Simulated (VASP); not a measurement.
# TaSi2 (C2) in VASP: notebook, part 2 of 2

VASP 6.6.1. Earlier steps stand in the parts before.

## Step 3: Single point, PBE (the part above a cut slid along it)

The input, INCAR:

```
SYSTEM = TaSi2
PREC = Accurate
ENCUT = 520
EDIFF = 1E-7
ISMEAR = 0
SIGMA = 0.15
LREAL = Auto
LASPH = .TRUE.
NELM = 100
ALGO = Fast
ISIF = 2
LWAVE = .FALSE.
LCHARG = .FALSE.
GGA = PE
NBANDS = 72
```

The input, KPOINTS:

```
regular mesh
0
G
  9 9 3
  0 0 0
```

The input, POSCAR:

```
TaSi2
1.0
   -4.8057071671      0.0000000000      0.0000000000
   -2.4028535835     -4.1618644899      0.0000000000
   -0.9611414334     -1.6647457960     13.1946946197
Ta Si
6 12
Direct
    0.5000000000      0.9666600000      0.0833500000
    0.5000000000      0.7666600000      0.5833500000
    0.0000000000      0.3999933333      0.2500166667
    0.0000000000      0.1999933333      0.7500166667
    0.5000000000      0.1333266667      0.9166833333
    0.5000000000      0.3333266667      0.4166833333
    0.1589210529      0.6488178943      0.0833500000
    0.1589210529      0.4488178943      0.5833500000
    0.3178421057      0.7410722805      0.2500166667
    0.3178421057      0.5410722805      0.7500166667
    0.1589210529     -0.2077522805      0.9166833333
    0.1589210529     -0.0077522805      0.4166833333
    0.8410789471      0.2845021057      0.0833500000
    0.8410789471      0.0845021057      0.5833500000
    0.6821578943      0.0589143862      0.2500166667
    0.6821578943     -0.1410856138      0.7500166667
    0.8410789471      0.4744056138      0.9166833333
    0.8410789471      0.6744056138      0.4166833333
```

Potentials or basis: VASP PAW PBE potentials, release 64 (Ta_pv, Si).

The run is started by

```console
$ cat potpaw_PBE.64/Ta_pv/POTCAR potpaw_PBE.64/Si/POTCAR > POTCAR
$ mpirun -np 1 vasp_std > vasp.out
```

OUTCAR:

```text
SYSTEM = TaSi2
   PREC = Accurate
   ENCUT = 520
   EDIFF = 1E-7
   ISMEAR = 0
   LREAL = Auto
   LASPH = .TRUE.
   NELM = 100
   ISIF = 2
   GGA = PE

 ion  position               nearest neighbor table
   1  0.500  0.967  0.083-   5 2.25   9 2.62  15 2.62   7 2.74  13 2.74  13 2.74   7 2.74  13 2.84
                             7 2.84  17 3.21   3 3.26   3 3.26  11 3.28
   2  0.500  0.767  0.583-  18 2.62  12 2.62  10 2.62  16 2.62  14 2.74   8 2.74   8 2.74  14 2.74
                             8 2.84  14 2.84   6 3.26   4 3.26   4 3.26   6 3.26
   3  0.000  0.400  0.250-  18 2.62  12 2.62  13 2.62   7 2.62  15 2.74   9 2.74   9 2.74  15 2.74
                            15 2.84   9 2.84   6 3.26   6 3.26   1 3.26   1 3.26
   4  0.000  0.200  0.750-  17 2.62  11 2.62  14 2.62   8 2.62  16 2.74  10 2.74  10 2.74  16 2.74
                            16 2.84  10 2.84   5 3.26   5 3.26   2 3.26   2 3.26
   5  0.500  0.133  0.917-   1 2.25  16 2.62  10 2.62  11 2.74  17 2.74  17 2.74  11 2.74  17 2.84
                            11 2.84  13 3.21   4 3.26   4 3.26   7 3.28
   6  0.500  0.333  0.417-  15 2.62   9 2.62   8 2.62  14 2.62  12 2.74  18 2.74  18 2.74  12 2.74
                            18 2.84  12 2.84   3 3.26   3 3.26   2 3.26   2 3.26
   7  0.159  0.649  0.083-  11 2.23   9 2.57   3 2.62  13 2.65   1 2.74   1 2.74   1 2.84  13 2.84
                            13 2.84   5 3.28
   8  0.159  0.449  0.583-  10 2.57  18 2.57   6 2.62   4 2.62  14 2.65   2 2.74   2 2.74   2 2.84
                            14 2.84  14 2.84
   9  0.318  0.741  0.250-  12 2.57   7 2.57   6 2.62   1 2.62  15 2.65   3 2.74   3 2.74   3 2.84
                            15 2.84  15 2.84
  10  0.318  0.541  0.750-  11 2.57   8 2.57   5 2.62   2 2.62  16 2.65   4 2.74   4 2.74   4 2.84
                            16 2.84  16 2.84
  11  0.159  0.792  0.917-   7 2.23  10 2.57   4 2.62  17 2.65   5 2.74   5 2.74   5 2.84  17 2.84
                            17 2.84   1 3.28
  12  0.159  0.992  0.417-   9 2.57  14 2.57   3 2.62   2 2.62  18 2.65   6 2.74   6 2.74   6 2.84
                            18 2.84  18 2.84
  13  0.841  0.285  0.083-  17 2.28  15 2.57   3 2.62   7 2.65   1 2.74   1 2.74   1 2.84   7 2.84
                             7 2.84   5 3.21
  14  0.841  0.085  0.583-  16 2.57  12 2.57   6 2.62   4 2.62   8 2.65   2 2.74   2 2.74   2 2.84
                             8 2.84   8 2.84
  15  0.682  0.059  0.250-  18 2.57  13 2.57   6 2.62   1 2.62   9 2.65   3 2.74   3 2.74   3 2.84
                             9 2.84   9 2.84
  16  0.682  0.859  0.750-  17 2.57  14 2.57   5 2.62   2 2.62  10 2.65   4 2.74   4 2.74   4 2.84
                            10 2.84  10 2.84
  17  0.841  0.474  0.917-  13 2.28  16 2.57   4 2.62  11 2.65   5 2.74   5 2.74   5 2.84  11 2.84
                            11 2.84   1 3.21
  18  0.841  0.674  0.417-  15 2.57   8 2.57   3 2.62   2 2.62  12 2.65   6 2.74   6 2.74   6 2.84
                            12 2.84  12 2.84

  LATTYP: Found a base centered monoclinic cell.
 ALAT       =     4.8057071671
 B/A-ratio  =     1.7320508076
 C/A-ratio  =     2.7746144000
 COS(beta)  =    -0.1441641765

  Lattice vectors:

 A1 = (   4.8057071671,   0.0000000000,   0.0000000000)
 A2 = (  -2.4028535836,   4.1618644899,   0.0000000000)
 A3 = (  -0.9611414334,  -1.6647457960,  13.1946946197)

Analysis of symmetry for initial positions (statically):
=====================================================================
 Subroutine PRICEL returns:
 Original cell was already a primitive cell.

 Routine SETGRP: Setting up the symmetry group for a
 base centered monoclinic supercell.

 Subroutine GETGRP returns: Found  2 space group operations
 (whereof  1 operations were pure point group operations)
 out of a pool of  4 trial point group operations.

The static configuration has the point symmetry C_1 .
 The point group associated with its full space group is C_2 .

Analysis of symmetry for dynamics (positions and initial velocities):
[... 133 lines left out ...]
   NGXF,Y,Z  is equivalent  to a cutoff of  24.91, 24.91, 24.94 a.u.
 SYSTEM =  TaSi2
   PREC   = accura    normal or accurate (medium, high low for compatibility)
   ISTART =      0    job   : 0-new  1-cont  2-samecut
   ICHARG =      2    charge: 1-file 2-atom 10-const
   ISPIN  =      1    spin polarized calculation?
   LNONCOLLINEAR =      F non collinear calculations
   LSORBIT =      F    spin-orbit coupling
   LASPH  =      T    aspherical Exc in radial PAW
   ENCUT  =  520.0 eV  38.22 Ry    6.18 a.u.   8.94  8.94 24.79*2*pi/ulx,y,z
   NELM   =    100;   NELMIN=  2; NELMDL= -5     # of ELM steps
   EDIFF  = 0.1E-06   stopping-criterion for ELM
   LREAL  =      T    real-space projection
   EDIFFG = 0.1E-05   stopping-criterion for IOM
   NSW    =      0    number of steps for IOM
   IBRION =     -1    ionic relax: 0-MD 1-quasi-New 2-CG
   NFREE  =      0    steps in history (QN), initial steepest desc. (CG)
   ISIF   =      2    stress and relaxation
   ISYM   =      2    0-nonsym 1-usesym 2-fastsym
   POTIM  = 0.5000    time-step for ionic-motion
   TEBEG  =    0.0;   TEEND  =   0.0 temperature during run
   PSTRESS=    0.0 pullay stress
   NELECT =     114.0000    total number of electrons
   NUPDOWN=      -1.0000    fix difference up-down
   EMIN   =  10.00;   EMAX   =-10.00  energy-range for DOS
   EFERMI =   0.00;   METHOD = LEGACY
   ISMEAR =     0;   SIGMA  =   0.15  broadening in eV -4-tet -1-fermi 0-gaus
   EFERMI_NEDOS =   21; number of points for ismear=-14 and -15
   IALGO  =     68    algorithm
   IMIX   =      4    mixing-type and parameters
     AMIX     =   0.40;   BMIX     =  1.00
     AMIX_MAG =   1.60;   BMIX_MAG =  1.00
  volume/ion in A,a.u.               =      14.66        98.94
  Fermi-wavevector in a.u.,A,eV,Ry     =   1.237547  2.338624 20.837619  1.531522
  Thomas-Fermi vector in A             =   2.372109
   LORBIT       =      0    0 simple, 1 ext, 2 COOP (PROOUT), +10 PAW based schemes
   GGA     = PE    functional components
   LHFCALC =     F    Hartree Fock is set to
   AEXX    =    0.0000 exact exchange contribution
   IVDW    =     0    specifies the selected vdW correction
   LEPSILON=     F    determine dielectric tensor
   LRPA    =     F    only Hartree local field effects (RPA)
 non-spin polarized calculation
 RMM-DIIS sequential band-by-band and
 Gauss-broadening in eV      SIGMA  =   0.15
  energy-cutoff  :      520.00
  volume of cell :      263.90
 maximum number of plane-waves:      7139
   NGX = 17   NGY = 17   NGZ = 49

 number of electron     114.0000006 magnetization

 Free energy of the ion-electron system (eV)
  ---------------------------------------------------
  ext. energy  EPLUGINS =         0.00000000
  ---------------------------------------------------
  free energy    TOTEN  =      -139.56289625 eV

  energy without entropy =     -139.48002877  energy(sigma->0) =     -139.52146251

 E-fermi :   9.1462     XC(G=0): -12.0022

 val. band max:        9.1419605781   @ k =   0.1111  -0.2222   0.3333
 cond. band min:       9.1517319068   @ k =   0.1111   0.3333   0.3333
 fundamental gap:      0.0097713287
 Fermi energy:         9.1461674881

 k-point     1 :       0.0000    0.0000    0.0000
  band No.  band energies     occupation
      1     -26.3474      2.00000
      2     -25.2727      2.00000
      3     -25.2403      2.00000
      4     -25.2336      2.00000
      5     -25.2028      2.00000
      6     -25.1820      2.00000
[... 1717 lines left out ...]
     68      11.6623      0.00000
     69      11.8411      0.00000

 [... further k-points ...]

 [bands above 69 left out]

------------------------ aborting loop because EDIFF is reached ----------------------------------------

  FORCE on cell =-STRESS in cart. coord.  units (eV):
  Direction    XX          YY          ZZ          XY          YZ          ZX
  --------------------------------------------------------------------------------------
  -------------------------------------------------------------------------------------
  Total       -0.8444692      1.2108057     25.9077696      1.7799202      3.3504544      1.9343864
  in kB       -5.1268407      7.3508987    157.2881575     10.8060393     20.3408787     11.7438156
  external PRESSURE =      53.1707385 kB  Pullay stress =       0.0000000 kB

 VOLUME and BASIS-vectors are now :
 -----------------------------------------------------------------------------
  energy-cutoff  :      520.00
  volume of cell :      263.90
      direct lattice vectors                 reciprocal lattice vectors
    -4.805707167  0.000000000  0.000000000    -0.208085921  0.120138462  0.000000000
    -2.402853583 -4.161864490  0.000000000     0.000000000 -0.240276925 -0.030315215
    -0.961141433 -1.664745796 13.194694620     0.000000000  0.000000000  0.075788037

 POSITION                                       TOTAL-FORCE (eV/Angst)
 -----------------------------------------------------------------------------------
     -4.80571     -4.16186      1.09978         1.548094      2.115086      7.752527
     -4.80571     -4.16186      7.69713         0.018055     -0.013875     -0.115221
     -1.20143     -2.08093      3.29889        -0.245100     -0.112910      0.094941
     -1.20143     -2.08093      9.89624        -0.024767      0.268717     -0.094941
     -3.60428     -2.08093     12.09536        -1.057671     -2.398232     -7.752527
     -3.60428     -2.08093      5.49801         0.021044     -0.008698      0.115221
[... 10 lines left out ...]
     -6.06297     -3.50046     12.09536         0.359488     -0.689867     -0.719141
     -6.06297     -3.50046      5.49801         0.020042     -0.016684      0.021253
 -----------------------------------------------------------------------------------
    total drift:                                0.001191     -0.000697     -0.000001

  FREE ENERGIE OF THE ION-ELECTRON SYSTEM (eV)
  ---------------------------------------------------
  free  energy   TOTEN  =      -139.5628962459 eV

  energy  without entropy=     -139.4800287707  energy(sigma->0) =     -139.52146251
```

Run time: 84 min. Hardware: 1 thread of Oxide Virtual Turin-like, shared host; peak memory 0.85 GiB.

What came out:

* Free energy: -139.5629 eV
* Pressure: 5.3 GPa
* Largest force: 8.184 eV/Å
* Band gap on the k mesh: zero (bands 57 and 58 overlap by 0.74 eV)

Forces in eV/Å, atoms in the order of the input:
```
Ta   1.548  2.115  7.753
Ta   0.018 -0.014 -0.115
Ta  -0.245 -0.113  0.095
Ta  -0.025  0.269 -0.095
Ta  -1.058 -2.398 -7.753
Ta   0.021 -0.009  0.115
Si  -0.619  0.607  1.537
Si  -0.011  0.014 -0.037
Si  -0.172 -0.145 -0.022
Si   0.040  0.221  0.022
Si  -0.835  0.232 -1.537
Si  -0.017  0.003  0.037
Si   0.777  0.034  0.719
Si   0.024 -0.009 -0.021
Si   0.103 -0.021  0.123
Si   0.070 -0.079 -0.123
Si   0.359 -0.690 -0.719
Si   0.020 -0.017  0.021
```

Stress tensor (GPa, compression positive):
```
-0.51  1.08  1.17
 1.08  0.74  2.03
 1.17  2.03 15.73
```

Caveat: the cell differs from its parent crystal (the part above a cut slid along it); the stress differs along the axes, from -1 to 16 GPa; spin-orbit coupling is left out, which moves the levels of the heavy elements; forces of over 1 eV/Å act on the atoms, so gaps and moduli don't describe the material at rest.
